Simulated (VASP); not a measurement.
# AlAu2 (I4/mmm) in VASP: further runs

The runs below take AlAu2 through single point, with LDA.

Program: VASP 6.6.1. These are calculated values, not measurements. Logs are shortened: lines on timing, memory, paths and dates and some standing lists are left out, and cuts for length are marked.

### 1 The cell of the first run

It takes space group I4/mmm (No. 139, tetragonal). The conventional cell has a = 3.272 Å, b = 3.272 Å, c = 7.965 Å, α = 90.00°, β = 90.00°, γ = 90.00°. Al (site symmetry 4/mmm) has 10 Au at 2.63 to 2.73 Å and 4 Al at 3.27 Å within 3.5 Å. Au (site symmetry 4mm) has 9 Au at 2.50 to 3.27 Å and 5 Al at 2.63 to 2.73 Å within 3.3 Å.

### 2 Single point, LDA

File INCAR:

```
PREC = Accurate
ENCUT = 520
EDIFF = 1E-6
ISMEAR = 0
SIGMA = 0.15
LREAL = F
LASPH = T
NELM = 80
ALGO = Fast
ISIF = 2
LWAVE = F
LCHARG = F
NBANDS = 20
```

File KPOINTS:

```
Automatic mesh
0
Gamma
  16 16 16
```

File POSCAR:

```
AlAu2
1.0
   -1.6358000000      1.6358000000      3.9824500000
    1.6358000000     -1.6358000000      3.9824500000
    1.6358000000      1.6358000000     -3.9824500000
Al Au
1 2
Direct
    0.0000000000      0.0000000000      0.0000000000
    0.6570428093      0.6570428093      0.0000000000
    0.3429571907      0.3429571907      0.0000000000
```

Potentials or basis: VASP PAW LDA potentials, release 64 (Al, Au).

Started as:

```sh
$ cat potpaw_LDA.64/Al/POTCAR potpaw_LDA.64/Au/POTCAR > POTCAR
$ mpirun -np 1 vasp_std > vasp.out
```

OUTCAR:

```text
PREC = Accurate
   ENCUT = 520
   EDIFF = 1E-6
   ISMEAR = 0
   LREAL = F
   LASPH = T
   NELM = 80
   ISIF = 2

 ion  position               nearest neighbor table
   1  0.000  0.000  0.000-   2 2.63   2 2.63   3 2.63   2 2.63   3 2.63   3 2.63   2 2.63   3 2.63
                             2 2.73   3 2.73
   2  0.657  0.657  0.000-   3 2.50   1 2.63   1 2.63   1 2.63   1 2.63   1 2.73   3 2.75   3 2.75
                             3 2.75   3 2.75
   3  0.343  0.343  0.000-   2 2.50   1 2.63   1 2.63   1 2.63   1 2.63   1 2.73   2 2.75   2 2.75
                             2 2.75   2 2.75

  LATTYP: Found a body centered tetragonal cell.
 ALAT       =     3.2716000000
 C/A-ratio  =     2.4345580144

  Lattice vectors:

 A1 = (  -1.6358000000,   1.6358000000,   3.9824500000)
 A2 = (   1.6358000000,  -1.6358000000,   3.9824500000)
 A3 = (   1.6358000000,   1.6358000000,  -3.9824500000)

Analysis of symmetry for initial positions (statically):
=====================================================================
 Subroutine PRICEL returns:
 Original cell was already a primitive cell.

 Routine SETGRP: Setting up the symmetry group for a
 body centered tetragonal supercell.

 Subroutine GETGRP returns: Found 16 space group operations
 (whereof 16 operations were pure point group operations)
 out of a pool of 16 trial point group operations.

The static configuration has the point symmetry D_4h.

Analysis of symmetry for dynamics (positions and initial velocities):
=====================================================================
 Subroutine PRICEL returns:
 Original cell was already a primitive cell.

 Routine SETGRP: Setting up the symmetry group for a
 body centered tetragonal supercell.

 Subroutine GETGRP returns: Found 16 space group operations
 (whereof 16 operations were pure point group operations)
 out of a pool of 16 trial point group operations.

The dynamic configuration has the point symmetry D_4h.

 Subroutine INISYM returns: Found 16 space group operations
 (whereof 16 operations are pure point group operations),
 and found     1 'primitive' translations

----------------------------------------------------------------------------------------

                                     Primitive cell

  volume of cell :      42.6256

  direct lattice vectors                    reciprocal lattice vectors
    -1.635800000  1.635800000  3.982450000     0.000000000  0.305660839  0.125550854
     1.635800000 -1.635800000  3.982450000     0.305660839  0.000000000  0.125550854
     1.635800000  1.635800000 -3.982450000     0.305660839  0.305660839  0.000000000

  length of vectors
     4.605604334  4.605604334  4.605604334     0.330441470  0.330441470  0.432269704

  position of ions in fractional coordinates (direct lattice)
     0.000000000  0.000000000  0.000000000
     0.657042809  0.657042809  0.000000000
     0.342957191  0.342957191  0.000000000

  ion indices of the primitive-cell ions
   primitive index   ion index
                 1           1
                 2           2
                 3           3

----------------------------------------------------------------------------------------

 KPOINTS: Automatic mesh

Automatic generation of k-mesh.
 Grid dimensions read from file:
 generate k-points for:   16   16   16

 Generating k-lattice:

  Cartesian coordinates                     Fractional coordinates (reciprocal lattice)
     0.000000000  0.019103802  0.007846928     0.062500000 -0.000000000  0.000000000
     0.019103802  0.000000000  0.007846928    -0.000000000  0.062500000  0.000000000
     0.019103802  0.019103802  0.000000000     0.000000000  0.000000000  0.062500000

  Length of vectors
     0.020652592  0.020652592  0.027016856

  Shift w.r.t. Gamma in fractional coordinates (k-lattice)
     0.000000000  0.000000000  0.000000000

 Subroutine IBZKPT returns following result:
 ===========================================

 Found    349 irreducible k-points:

 Following reciprocal coordinates:
            Coordinates               Weight
  0.000000  0.000000  0.000000      1.000000
  0.062500  0.000000  0.000000      8.000000
  0.125000  0.000000  0.000000      8.000000
  0.187500 -0.000000  0.000000      8.000000
  0.250000  0.000000  0.000000      8.000000
  0.312500 -0.000000  0.000000      8.000000
[... 16 lines left out ...]
 -0.125000  0.062500  0.000000     16.000000
 -0.062500  0.062500  0.000000      4.000000
 [... further k-points ...]
   k-points           NKPTS =    349   k-points in BZ     NKDIM =    349   number of bands    NBANDS=     20
   number of dos      NEDOS =    301   number of ions     NIONS =      3
   total plane-waves  NPLWV =  46656
   dimension x,y,z NGX =    36 NGY =   36 NGZ =   36
   dimension x,y,z NGXF=    72 NGYF=   72 NGZF=   72
   ions per type =               1   2
   NGX,Y,Z   is equivalent  to a cutoff of  12.99, 12.99, 12.99 a.u.
   NGXF,Y,Z  is equivalent  to a cutoff of  25.99, 25.99, 25.99 a.u.
 SYSTEM =  unknown system
   PREC   = accura    normal or accurate (medium, high low for compatibility)
   ISTART =      0    job   : 0-new  1-cont  2-samecut
   ICHARG =      2    charge: 1-file 2-atom 10-const
   ISPIN  =      1    spin polarized calculation?
   LNONCOLLINEAR =      F non collinear calculations
   LSORBIT =      F    spin-orbit coupling
   LASPH  =      T    aspherical Exc in radial PAW
   ENCUT  =  520.0 eV  38.22 Ry    6.18 a.u.   8.56  8.56  8.56*2*pi/ulx,y,z
   NELM   =     80;   NELMIN=  2; NELMDL= -5     # of ELM steps
   EDIFF  = 0.1E-05   stopping-criterion for ELM
   LREAL  =      F    real-space projection
   EDIFFG = 0.1E-04   stopping-criterion for IOM
   NSW    =      0    number of steps for IOM
   IBRION =     -1    ionic relax: 0-MD 1-quasi-New 2-CG
   NFREE  =      0    steps in history (QN), initial steepest desc. (CG)
   ISIF   =      2    stress and relaxation
   ISYM   =      2    0-nonsym 1-usesym 2-fastsym
   POTIM  = 0.5000    time-step for ionic-motion
   TEBEG  =    0.0;   TEEND  =   0.0 temperature during run
   PSTRESS=    0.0 pullay stress
   NELECT =      25.0000    total number of electrons
   NUPDOWN=      -1.0000    fix difference up-down
   EMIN   =  10.00;   EMAX   =-10.00  energy-range for DOS
   EFERMI =   0.00;   METHOD = LEGACY
   ISMEAR =     0;   SIGMA  =   0.15  broadening in eV -4-tet -1-fermi 0-gaus
   EFERMI_NEDOS =   21; number of points for ismear=-14 and -15
   IALGO  =     68    algorithm
   IMIX   =      4    mixing-type and parameters
     AMIX     =   0.40;   BMIX     =  1.00
     AMIX_MAG =   1.60;   BMIX_MAG =  1.00
  volume/ion in A,a.u.               =      14.21        95.88
  Fermi-wavevector in a.u.,A,eV,Ry     =   1.370349  2.589585 25.549795  1.877857
  Thomas-Fermi vector in A             =   2.496143
   LORBIT       =      0    0 simple, 1 ext, 2 COOP (PROOUT), +10 PAW based schemes
   GGA     = CA    functional components
   LHFCALC =     F    Hartree Fock is set to
   AEXX    =    0.0000 exact exchange contribution
   IVDW    =     0    specifies the selected vdW correction
   LEPSILON=     F    determine dielectric tensor
   LRPA    =     F    only Hartree local field effects (RPA)
 non-spin polarized calculation
 RMM-DIIS sequential band-by-band and
 Gauss-broadening in eV      SIGMA  =   0.15
  energy-cutoff  :      520.00
  volume of cell :       42.63
 maximum number of plane-waves:      1168
 NGX is ok and might be reduce to    36
   NGX = 17   NGY = 17   NGZ = 17

 number of electron      25.0000002 magnetization

 Free energy of the ion-electron system (eV)
  ---------------------------------------------------
  ext. energy  EPLUGINS =         0.00000000
  ---------------------------------------------------
  free energy    TOTEN  =       -13.71512870 eV

  energy without entropy =      -13.70633732  energy(sigma->0) =      -13.71073301

 E-fermi :  11.8040     XC(G=0): -13.0181

 val. band max:       11.7972826428   @ k =  -0.3125   0.1875  -0.0000
 cond. band min:      11.8123038600   @ k =  -0.4375  -0.4375   0.1875
 fundamental gap:      0.0150212172
 Fermi energy:        11.8040409585

 k-point     1 :       0.0000    0.0000    0.0000
  band No.  band energies     occupation
      1      -0.4729      2.00000
      2       4.2999      2.00000
      3       4.5263      2.00000
      4       5.4078      2.00000
      5       5.7577      2.00000
      6       5.9512      2.00000
[... 12 lines left out ...]
     19      19.3386      0.00000
     20      21.0658      0.00000

 k-point     2 :       0.0625    0.0000    0.0000
  band No.  band energies     occupation
      1      -0.3959      2.00000
      2       4.3124      2.00000
      3       4.5451      2.00000
      4       5.3576      2.00000
      5       5.5599      2.00000
      6       5.7514      2.00000
[... 12 lines left out ...]
     19      20.1850      0.00000
     20      21.7550      0.00000

 k-point     3 :       0.1250    0.0000    0.0000
  band No.  band energies     occupation
      1      -0.1677      2.00000
      2       4.3130      2.00000
      3       4.6227      2.00000
      4       5.0845      2.00000
      5       5.3111      2.00000
      6       5.6943      2.00000
[... 12 lines left out ...]
     19      21.5197      0.00000
     20      22.8836      0.00000

 k-point     4 :       0.1875   -0.0000    0.0000
  band No.  band energies     occupation
      1       0.2033      2.00000
      2       4.2517      2.00000
      3       4.6449      2.00000
      4       4.8245      2.00000
      5       5.0995      2.00000
      6       5.8301      2.00000
[... 12 lines left out ...]
     19      22.8514      0.00000
     20      23.6673      0.00000

 k-point     5 :       0.2500    0.0000    0.0000
  band No.  band energies     occupation
      1       0.7011      2.00000
      2       4.0435      2.00000
      3       4.4491      2.00000
      4       4.9082      2.00000
      5       4.9410      2.00000
      6       5.8154      2.00000
[... 12 lines left out ...]
     19      23.6524      0.00000
     20      24.2399      0.00000

 k-point     6 :       0.3125   -0.0000    0.0000
  band No.  band energies     occupation
      1       1.2970      2.00000
      2       3.7321      2.00000
      3       4.3881      2.00000
      4       4.8427      2.00000
      5       4.9389      2.00000
      6       5.5788      2.00000
[... 12 lines left out ...]
     19      23.4091      0.00000
     20      24.2532      0.00000

 k-point     7 :       0.3750   -0.0000    0.0000
  band No.  band energies     occupation
      1       1.9400      2.00000
      2       3.4567      2.00000
      3       4.3796      2.00000
      4       4.8059      2.00000
      5       4.8664      2.00000
      6       5.3560      2.00000
[... 12 lines left out ...]
     19      22.8850      0.00000
     20      24.2713      0.00000
[... 277 lines left out ...]
 k-point    20 :      -0.3125    0.0625   -0.0000
  band No.  band energies     occupation
      1       1.2586      2.00000
      2       3.8084      2.00000
      3       4.4288      2.00000
      4       4.8127      2.00000
      5       5.0578      2.00000
      6       5.6127      2.00000
[... 12 lines left out ...]
     19      22.6468      0.00000
     20      24.4822      0.00000

 k-point    21 :      -0.2500    0.0625    0.0000
  band No.  band energies     occupation
      1       0.6816      2.00000
      2       4.1572      2.00000
      3       4.4723      2.00000
      4       4.9146      2.00000
      5       5.0151      2.00000
      6       5.8133      2.00000
[... 12 lines left out ...]
     19      23.4144      0.00000
     20      24.2459      0.00000

 k-point    22 :      -0.1875    0.0625   -0.0000
  band No.  band energies     occupation
      1       0.2070      2.00000
      2       4.3972      2.00000
      3       4.6474      2.00000
      4       4.8606      2.00000
      5       5.0939      2.00000
      6       5.6946      2.00000
[... 12 lines left out ...]
     19      22.8951      0.00000
     20      24.0668      0.00000

 k-point    23 :      -0.1250    0.0625    0.0000
  band No.  band energies     occupation
      1      -0.1396      2.00000
      2       4.4289      2.00000
      3       4.6645      2.00000
      4       5.0006      2.00000
      5       5.3396      2.00000
      6       5.5932      2.00000
[... 12 lines left out ...]
     19      21.5338      0.00000
     20      23.4291      0.00000

 k-point    24 :      -0.0625    0.0625    0.0000
  band No.  band energies     occupation
      1      -0.3431      2.00000
      2       4.3761      2.00000
      3       4.5731      2.00000
      4       5.2578      2.00000
      5       5.5374      2.00000
      6       5.6393      2.00000
[... 12 lines left out ...]
     19      20.3197      0.00000
     20      22.3420      0.00000

 [... further k-points ...]
[... 5 lines left out ...]
  --------------------------------------------------------------------------------------
  -------------------------------------------------------------------------------------
  Total        5.3644110      5.3644110     10.6786863      0.0000000      0.0000000      0.0000000
  in kB      201.6331306    201.6331306    401.3818028      0.0000000      0.0000000      0.0000000
  external PRESSURE =     268.2160213 kB  Pullay stress =       0.0000000 kB

 VOLUME and BASIS-vectors are now :
 -----------------------------------------------------------------------------
  energy-cutoff  :      520.00
  volume of cell :       42.63
      direct lattice vectors                 reciprocal lattice vectors
    -1.635800000  1.635800000  3.982450000     0.000000000  0.305660839  0.125550854
     1.635800000 -1.635800000  3.982450000     0.305660839  0.000000000  0.125550854
     1.635800000  1.635800000 -3.982450000     0.305660839  0.305660839  0.000000000

 POSITION                                       TOTAL-FORCE (eV/Angst)
 -----------------------------------------------------------------------------------
      0.00000      0.00000      0.00000         0.000000      0.000000     -0.000000
      0.00000      0.00000      5.23328         0.000000      0.000000      1.522688
      0.00000      0.00000      2.73162        -0.000000     -0.000000     -1.522688
 -----------------------------------------------------------------------------------
    total drift:                                0.000000      0.000000     -0.000000

  FREE ENERGIE OF THE ION-ELECTRON SYSTEM (eV)
  ---------------------------------------------------
  free  energy   TOTEN  =       -13.7151286965 eV

  energy  without entropy=      -13.7063373240  energy(sigma->0) =      -13.71073301
```

Wall time 10 min (1 thread of Intel Xeon Platinum 8375C at 2.90GHz (Ice Lake), shared host); peak memory 0.39 GiB.

Results:

```
Free energy            : -13.7151 eV
Pressure               : 26.8 GPa
Largest force          : 1.523 eV/Å
Band gap on the k mesh : zero (an odd number of electrons rules out a gap without spin polarisation)
```

Forces in eV/Å, atoms in the order of the input:
```
Al   0.000  0.000  0.000
Au   0.000  0.000  1.523
Au   0.000  0.000 -1.523
```

Stress tensor (GPa, compression positive):
```
20.16  0.00  0.00
 0.00 20.16  0.00
 0.00  0.00 40.14
```

Levels at points of the mesh, in eV from the Fermi level:
```csv
k point,band 11,band 12,band 13,band 14,band 15,band 16
"(0.00, 0.00, 0.00)",-3.65,-0.43,3.05,6.43,6.43,6.77
"(0.50, 0.00, 0.00)",-3.36,-3.28,-2.24,2.95,7.86,7.92
"(0.50, 0.50, 0.00)",-3.59,-1.69,0.83,1.62,2.53,2.53
"(0.50, 0.50, 0.50)",-3.64,-2.67,2.22,2.22,7.46,7.72
```

Caveat: the cell stands under pressure; spin-orbit coupling is left out, which moves the levels of the heavy elements; forces of over 1 eV/Å act on the atoms, so gaps and moduli don't describe the material at rest.

(Continued in part 2 of 2.)
